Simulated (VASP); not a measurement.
# BN (I-4m2) in VASP: a series of runs, part 2 of 2

VASP 6.6.1. Earlier steps stand in the parts before.

## 5. Single point, r2SCAN (strain +0.000 along x and y, +0.015 along z)

POSCAR reads:

```
BN
1.0
    0.0000000000      1.8130010000      1.8401960150
    1.8130010000      0.0000000000      1.8401960150
    1.8130010000      1.8130010000      0.0000000000
B N
1 1
Direct
    0.0000000000      0.0000000000      0.0000000000
    0.7500000000      0.7500000000      0.7500000000
```

INCAR.step1 reads:

```
PREC     = Accurate       # precision mode
ENCUT    = 520            # plane-wave cutoff, eV
ISMEAR   = 0              # smearing method
SIGMA    = 0.05           # smearing width, eV
LREAL    = False          # projectors in reciprocal space
LASPH    = True           # aspherical terms in the spheres
NELM     = 60             # most SCF steps
NBANDS   = 11             # bands
GGA      = PE             # functional
ALGO     = Normal         # electronic algorithm
EDIFF    = 1E-4           # SCF threshold, eV
LWAVE    = True           # write WAVECAR
LCHARG   = False          # write CHGCAR
```

INCAR.step2 reads:

```
PREC     = Accurate       # precision mode
ENCUT    = 520            # plane-wave cutoff, eV
EDIFF    = 1E-7           # SCF threshold, eV
ISMEAR   = 0              # smearing method
SIGMA    = 0.05           # smearing width, eV
LREAL    = False          # projectors in reciprocal space
LASPH    = True           # aspherical terms in the spheres
NELM     = 60             # most SCF steps
ALGO     = Normal         # electronic algorithm
ISIF     = 2              # what is computed and relaxed
LWAVE    = False          # write WAVECAR
LCHARG   = True           # write CHGCAR
METAGGA  = R2SCAN         # meta-GGA
LMIXTAU  = True         
LELF     = True           # ELF
LVHAR    = True         
NBANDS   = 11             # bands
ISTART   = 1
```

KPOINTS reads:

```
regular mesh
0
Gamma
  12 12 12
```

Potentials or basis: VASP PAW PBE potentials, release 64 (B, N).

Launch:

```sh
> cat potpaw_PBE.64/B/POTCAR potpaw_PBE.64/N/POTCAR > POTCAR
> cp INCAR.step1 INCAR
> mpirun -np 1 vasp_std > vasp.out
> cp INCAR.step2 INCAR
> mpirun -np 1 vasp_std > vasp.out
```

OUTCAR:

```text
PREC = Accurate
   ENCUT = 520
   EDIFF = 1E-7
   ISMEAR = 0
   LREAL = False
   LASPH = True
   NELM = 60
   ISIF = 2
   METAGGA = R2SCAN
   ISTART = 1

 ion  position               nearest neighbor table
   1  0.000  0.000  0.000-   2 1.58   2 1.58   2 1.58   2 1.58
   2  0.750  0.750  0.750-   1 1.58   1 1.58   1 1.58   1 1.58

  LATTYP: Found a body centered tetragonal cell.
 ALAT       =     2.5639706028
 C/A-ratio  =     1.4354267658

  Lattice vectors:

 A1 = (  -1.8130010000,   0.0000000000,   1.8401960150)
 A2 = (   1.8130010000,   0.0000000000,   1.8401960150)
 A3 = (   0.0000000000,   1.8130010000,  -1.8401960150)

Analysis of symmetry for initial positions (statically):
=====================================================================
 Subroutine PRICEL returns:
 Original cell was already a primitive cell.

 Routine SETGRP: Setting up the symmetry group for a
 body centered tetragonal supercell.

 Subroutine GETGRP returns: Found  8 space group operations
 (whereof  8 operations were pure point group operations)
 out of a pool of 16 trial point group operations.

The static configuration has the point symmetry D_2d.

Analysis of symmetry for dynamics (positions and initial velocities):
[... 171 lines left out ...]
      4       7.0010      2.00000
      5      16.3257      0.00000
      6      16.3257      0.00000
      7      16.4319      0.00000
      8      17.6009      0.00000
      9      32.6135      0.00000
     10      34.9795      0.00000
     11      35.7927      0.00000
[... 309 lines left out ...]
 k-point    24 :      -0.4167    0.1667    0.0000
  band No.  band energies     occupation
      1      -9.5143      2.00000
      2      -3.2277      2.00000
      3       2.6050      2.00000
      4       4.4785      2.00000
      5      17.0051      0.00000
      6      19.5229      0.00000
      7      19.9192      0.00000
      8      23.4252      0.00000
      9      29.1219      0.00000
     10      33.2341      0.00000
     11      34.6606      0.00000

 [... further k-points ...]

------------------------ aborting loop because EDIFF is reached ----------------------------------------

  FORCE on cell =-STRESS in cart. coord.  units (eV):
  Direction    XX          YY          ZZ          XY          YZ          ZX
  --------------------------------------------------------------------------------------
  -------------------------------------------------------------------------------------
  Total       -0.4810258     -0.4810258     -1.2023455      0.0000000      0.0000000      0.0000000
  in kB      -63.7072435    -63.7072435   -159.2390933      0.0000000      0.0000000      0.0000000
  external PRESSURE =     -95.5511934 kB  Pullay stress =       0.0000000 kB

 VOLUME and BASIS-vectors are now :
 -----------------------------------------------------------------------------
  energy-cutoff  :      520.00
  volume of cell :       12.10
      direct lattice vectors                 reciprocal lattice vectors
     0.000000000  1.813001000  1.840196015    -0.275785838  0.275785838  0.271710185
     1.813001000  0.000000000  1.840196015     0.275785838 -0.275785838  0.271710185
     1.813001000  1.813001000  0.000000000     0.275785838  0.275785838 -0.271710185

 POSITION                                       TOTAL-FORCE (eV/Angst)
 -----------------------------------------------------------------------------------
      0.00000      0.00000      0.00000         0.000000      0.000000     -0.000000
      2.71950      2.71950      2.76029        -0.000000     -0.000000      0.000000
 -----------------------------------------------------------------------------------
    total drift:                                0.000000      0.000000     -0.000001

  FREE ENERGIE OF THE ION-ELECTRON SYSTEM (eV)
  ---------------------------------------------------
  free  energy   TOTEN  =       -19.1596906448 eV

  energy  without entropy=      -19.1596906448  energy(sigma->0) =      -19.15969064
```

OSZICAR.step1:

```text
N       E                     dE             d eps       ncg     rms          rms(c)
DAV:   1     0.987042290987E+01    0.98704E+01   -0.49829E+03  3709   0.721E+02
DAV:   2    -0.178832871346E+02   -0.27754E+02   -0.26808E+02  4317   0.163E+02
DAV:   3    -0.183729206813E+02   -0.48963E+00   -0.48891E+00  4228   0.187E+01
DAV:   4    -0.183734812870E+02   -0.56061E-03   -0.56060E-03  3865   0.711E-01
DAV:   5    -0.183734818398E+02   -0.55280E-06   -0.55279E-06  3855   0.219E-02    0.657E+00
DAV:   6    -0.175224734725E+02    0.85101E+00   -0.29771E+00  3796   0.984E+00    0.318E+00
DAV:   7    -0.174580078617E+02    0.64466E-01   -0.93967E-02  3991   0.256E+00    0.189E+00
DAV:   8    -0.174444338982E+02    0.13574E-01   -0.34508E-02  3927   0.134E+00    0.180E-01
DAV:   9    -0.174445902092E+02   -0.15631E-03   -0.10105E-03  3802   0.257E-01    0.813E-02
DAV:  10    -0.174446807216E+02   -0.90512E-04   -0.12587E-04  3884   0.958E-02
   1 F= -.17444681E+02 E0= -.17444681E+02  d E =-.814126E-19
```

Run time: 2.2 min. Hardware: 1 thread of Intel Xeon 8259CL, shared host; peak memory 0.14 GiB.

Results:

* Free energy: -19.1597 eV
* Pressure: -9.6 GPa
* Band gap on the k mesh: 4.81 eV, indirect (least direct gap 9.32 eV)

Caveat: the cell differs from its parent crystal (strain +0.000 along x and y, +0.015 along z); the PAW data sets were made with another functional, which shifts forces and pressure a little. A k mesh can miss the band edges.

## 6. Single point, r2SCAN (strain +0.015 along x and y, -0.015 along z)

POSCAR reads:

```
BN
1.0
    0.0000000000      1.8401960150      1.7858059850
    1.8401960150      0.0000000000      1.7858059850
    1.8401960150      1.8401960150      0.0000000000
B N
1 1
Direct
    0.0000000000      0.0000000000      0.0000000000
    0.7500000000      0.7500000000      0.7500000000
```

INCAR.step1 reads:

```
SYSTEM = BN
ALGO = Normal
EDIFF = 1E-4
ENCUT = 520
GGA = PE
ISMEAR = 0
LASPH = .TRUE.
LCHARG = .FALSE.
LREAL = .FALSE.
LWAVE = .TRUE.
NBANDS = 11
NELM = 80
PREC = Accurate
SIGMA = 0.05
```

INCAR.step2 reads:

```
SYSTEM = BN
ALGO = Normal
EDIFF = 1E-6
ENCUT = 520
ISIF = 2
ISMEAR = 0
ISTART = 1
LASPH = .TRUE.
LCHARG = .TRUE.
LELF = .TRUE.
LMIXTAU = .TRUE.
LREAL = .FALSE.
LVHAR = .TRUE.
LWAVE = .FALSE.
METAGGA = R2SCAN
NBANDS = 11
NELM = 80
PREC = Accurate
SIGMA = 0.05
```

KPOINTS reads:

```
k-points
0
G
  12 12 12
  0 0 0
```

Potentials or basis: VASP PAW PBE potentials, release 64 (B, N).

Launch:

```sh
> cat potpaw_PBE.64/B/POTCAR potpaw_PBE.64/N/POTCAR > POTCAR
> cp INCAR.step1 INCAR
> mpirun -np 1 vasp_std > vasp.out
> cp INCAR.step2 INCAR
> mpirun -np 1 vasp_std > vasp.out
```

It took 1.8 min on 1 thread of Intel Xeon 8259CL, shared host; peak memory 0.14 GiB.

It converged, with:

- Free energy: -19.1496 eV
- Pressure: -9.5 GPa
- Band gap on the k mesh: 4.42 eV, indirect (least direct gap 9.09 eV)

Stress tensor (GPa, compression positive):
```
-15.50   0.00   0.00
  0.00 -15.50   0.00
  0.00   0.00   2.57
```

Levels at points of the mesh, in eV from the valence-band top:
| k point | band 2 | band 3 | band 4 | band 5 | band 6 | band 7 |
| --- | --- | --- | --- | --- | --- | --- |
| (0.00, 0.00, 0.00) | -0.28 | -0.28 | 0.00 | 9.09 | 9.30 | 9.30 |
| (0.50, 0.00, 0.00) | -11.05 | -2.39 | -1.93 | 10.05 | 10.97 | 11.54 |
| (0.50, 0.50, 0.00) | -9.05 | -5.44 | -5.44 | 4.42 | 9.00 | 18.73 |
| (0.50, 0.00, 0.50) | -9.49 | -5.03 | -5.01 | 4.94 | 9.73 | 18.41 |

Caveat: the cell differs from its parent crystal (strain +0.015 along x and y, -0.015 along z); the PAW data sets were made with another functional, which shifts forces and pressure a little. A k mesh can miss the band edges.

## 7. The runs side by side

```tsv
cell	gap on the mesh (eV)	pressure (GPa)
a = 2.564, b = 2.564, c = 2.526 Å, angles 60.5, 60.5, 59.0°, 2 atoms	4.70	1.8
a = 2.584, b = 2.584, c = 2.526 Å, angles 60.7, 60.7, 58.5°, 2 atoms	4.56	-3.8
a = 2.545, b = 2.545, c = 2.602 Å, angles 59.3, 59.3, 61.5°, 2 atoms	4.18	-3.9
a = 2.583, b = 2.583, c = 2.564 Å, angles 60.2, 60.2, 59.5°, 2 atoms	4.81	-9.6
a = 2.564, b = 2.564, c = 2.602 Å, angles 59.5, 59.5, 61.0°, 2 atoms	4.42	-9.5
```

Alike in all rows: task single point; level r2SCAN; potentials or basis VASP PAW PBE potentials, release 64 (B, N); no spin polarisation; k mesh 12 × 12 × 12; cutoff (eV) 520; smearing gaussian 0.05 eV.

Caveats: the PAW data sets were made with another functional, which shifts forces and pressure a little.

Absolute energies hang on the potentials; compare differences alone.
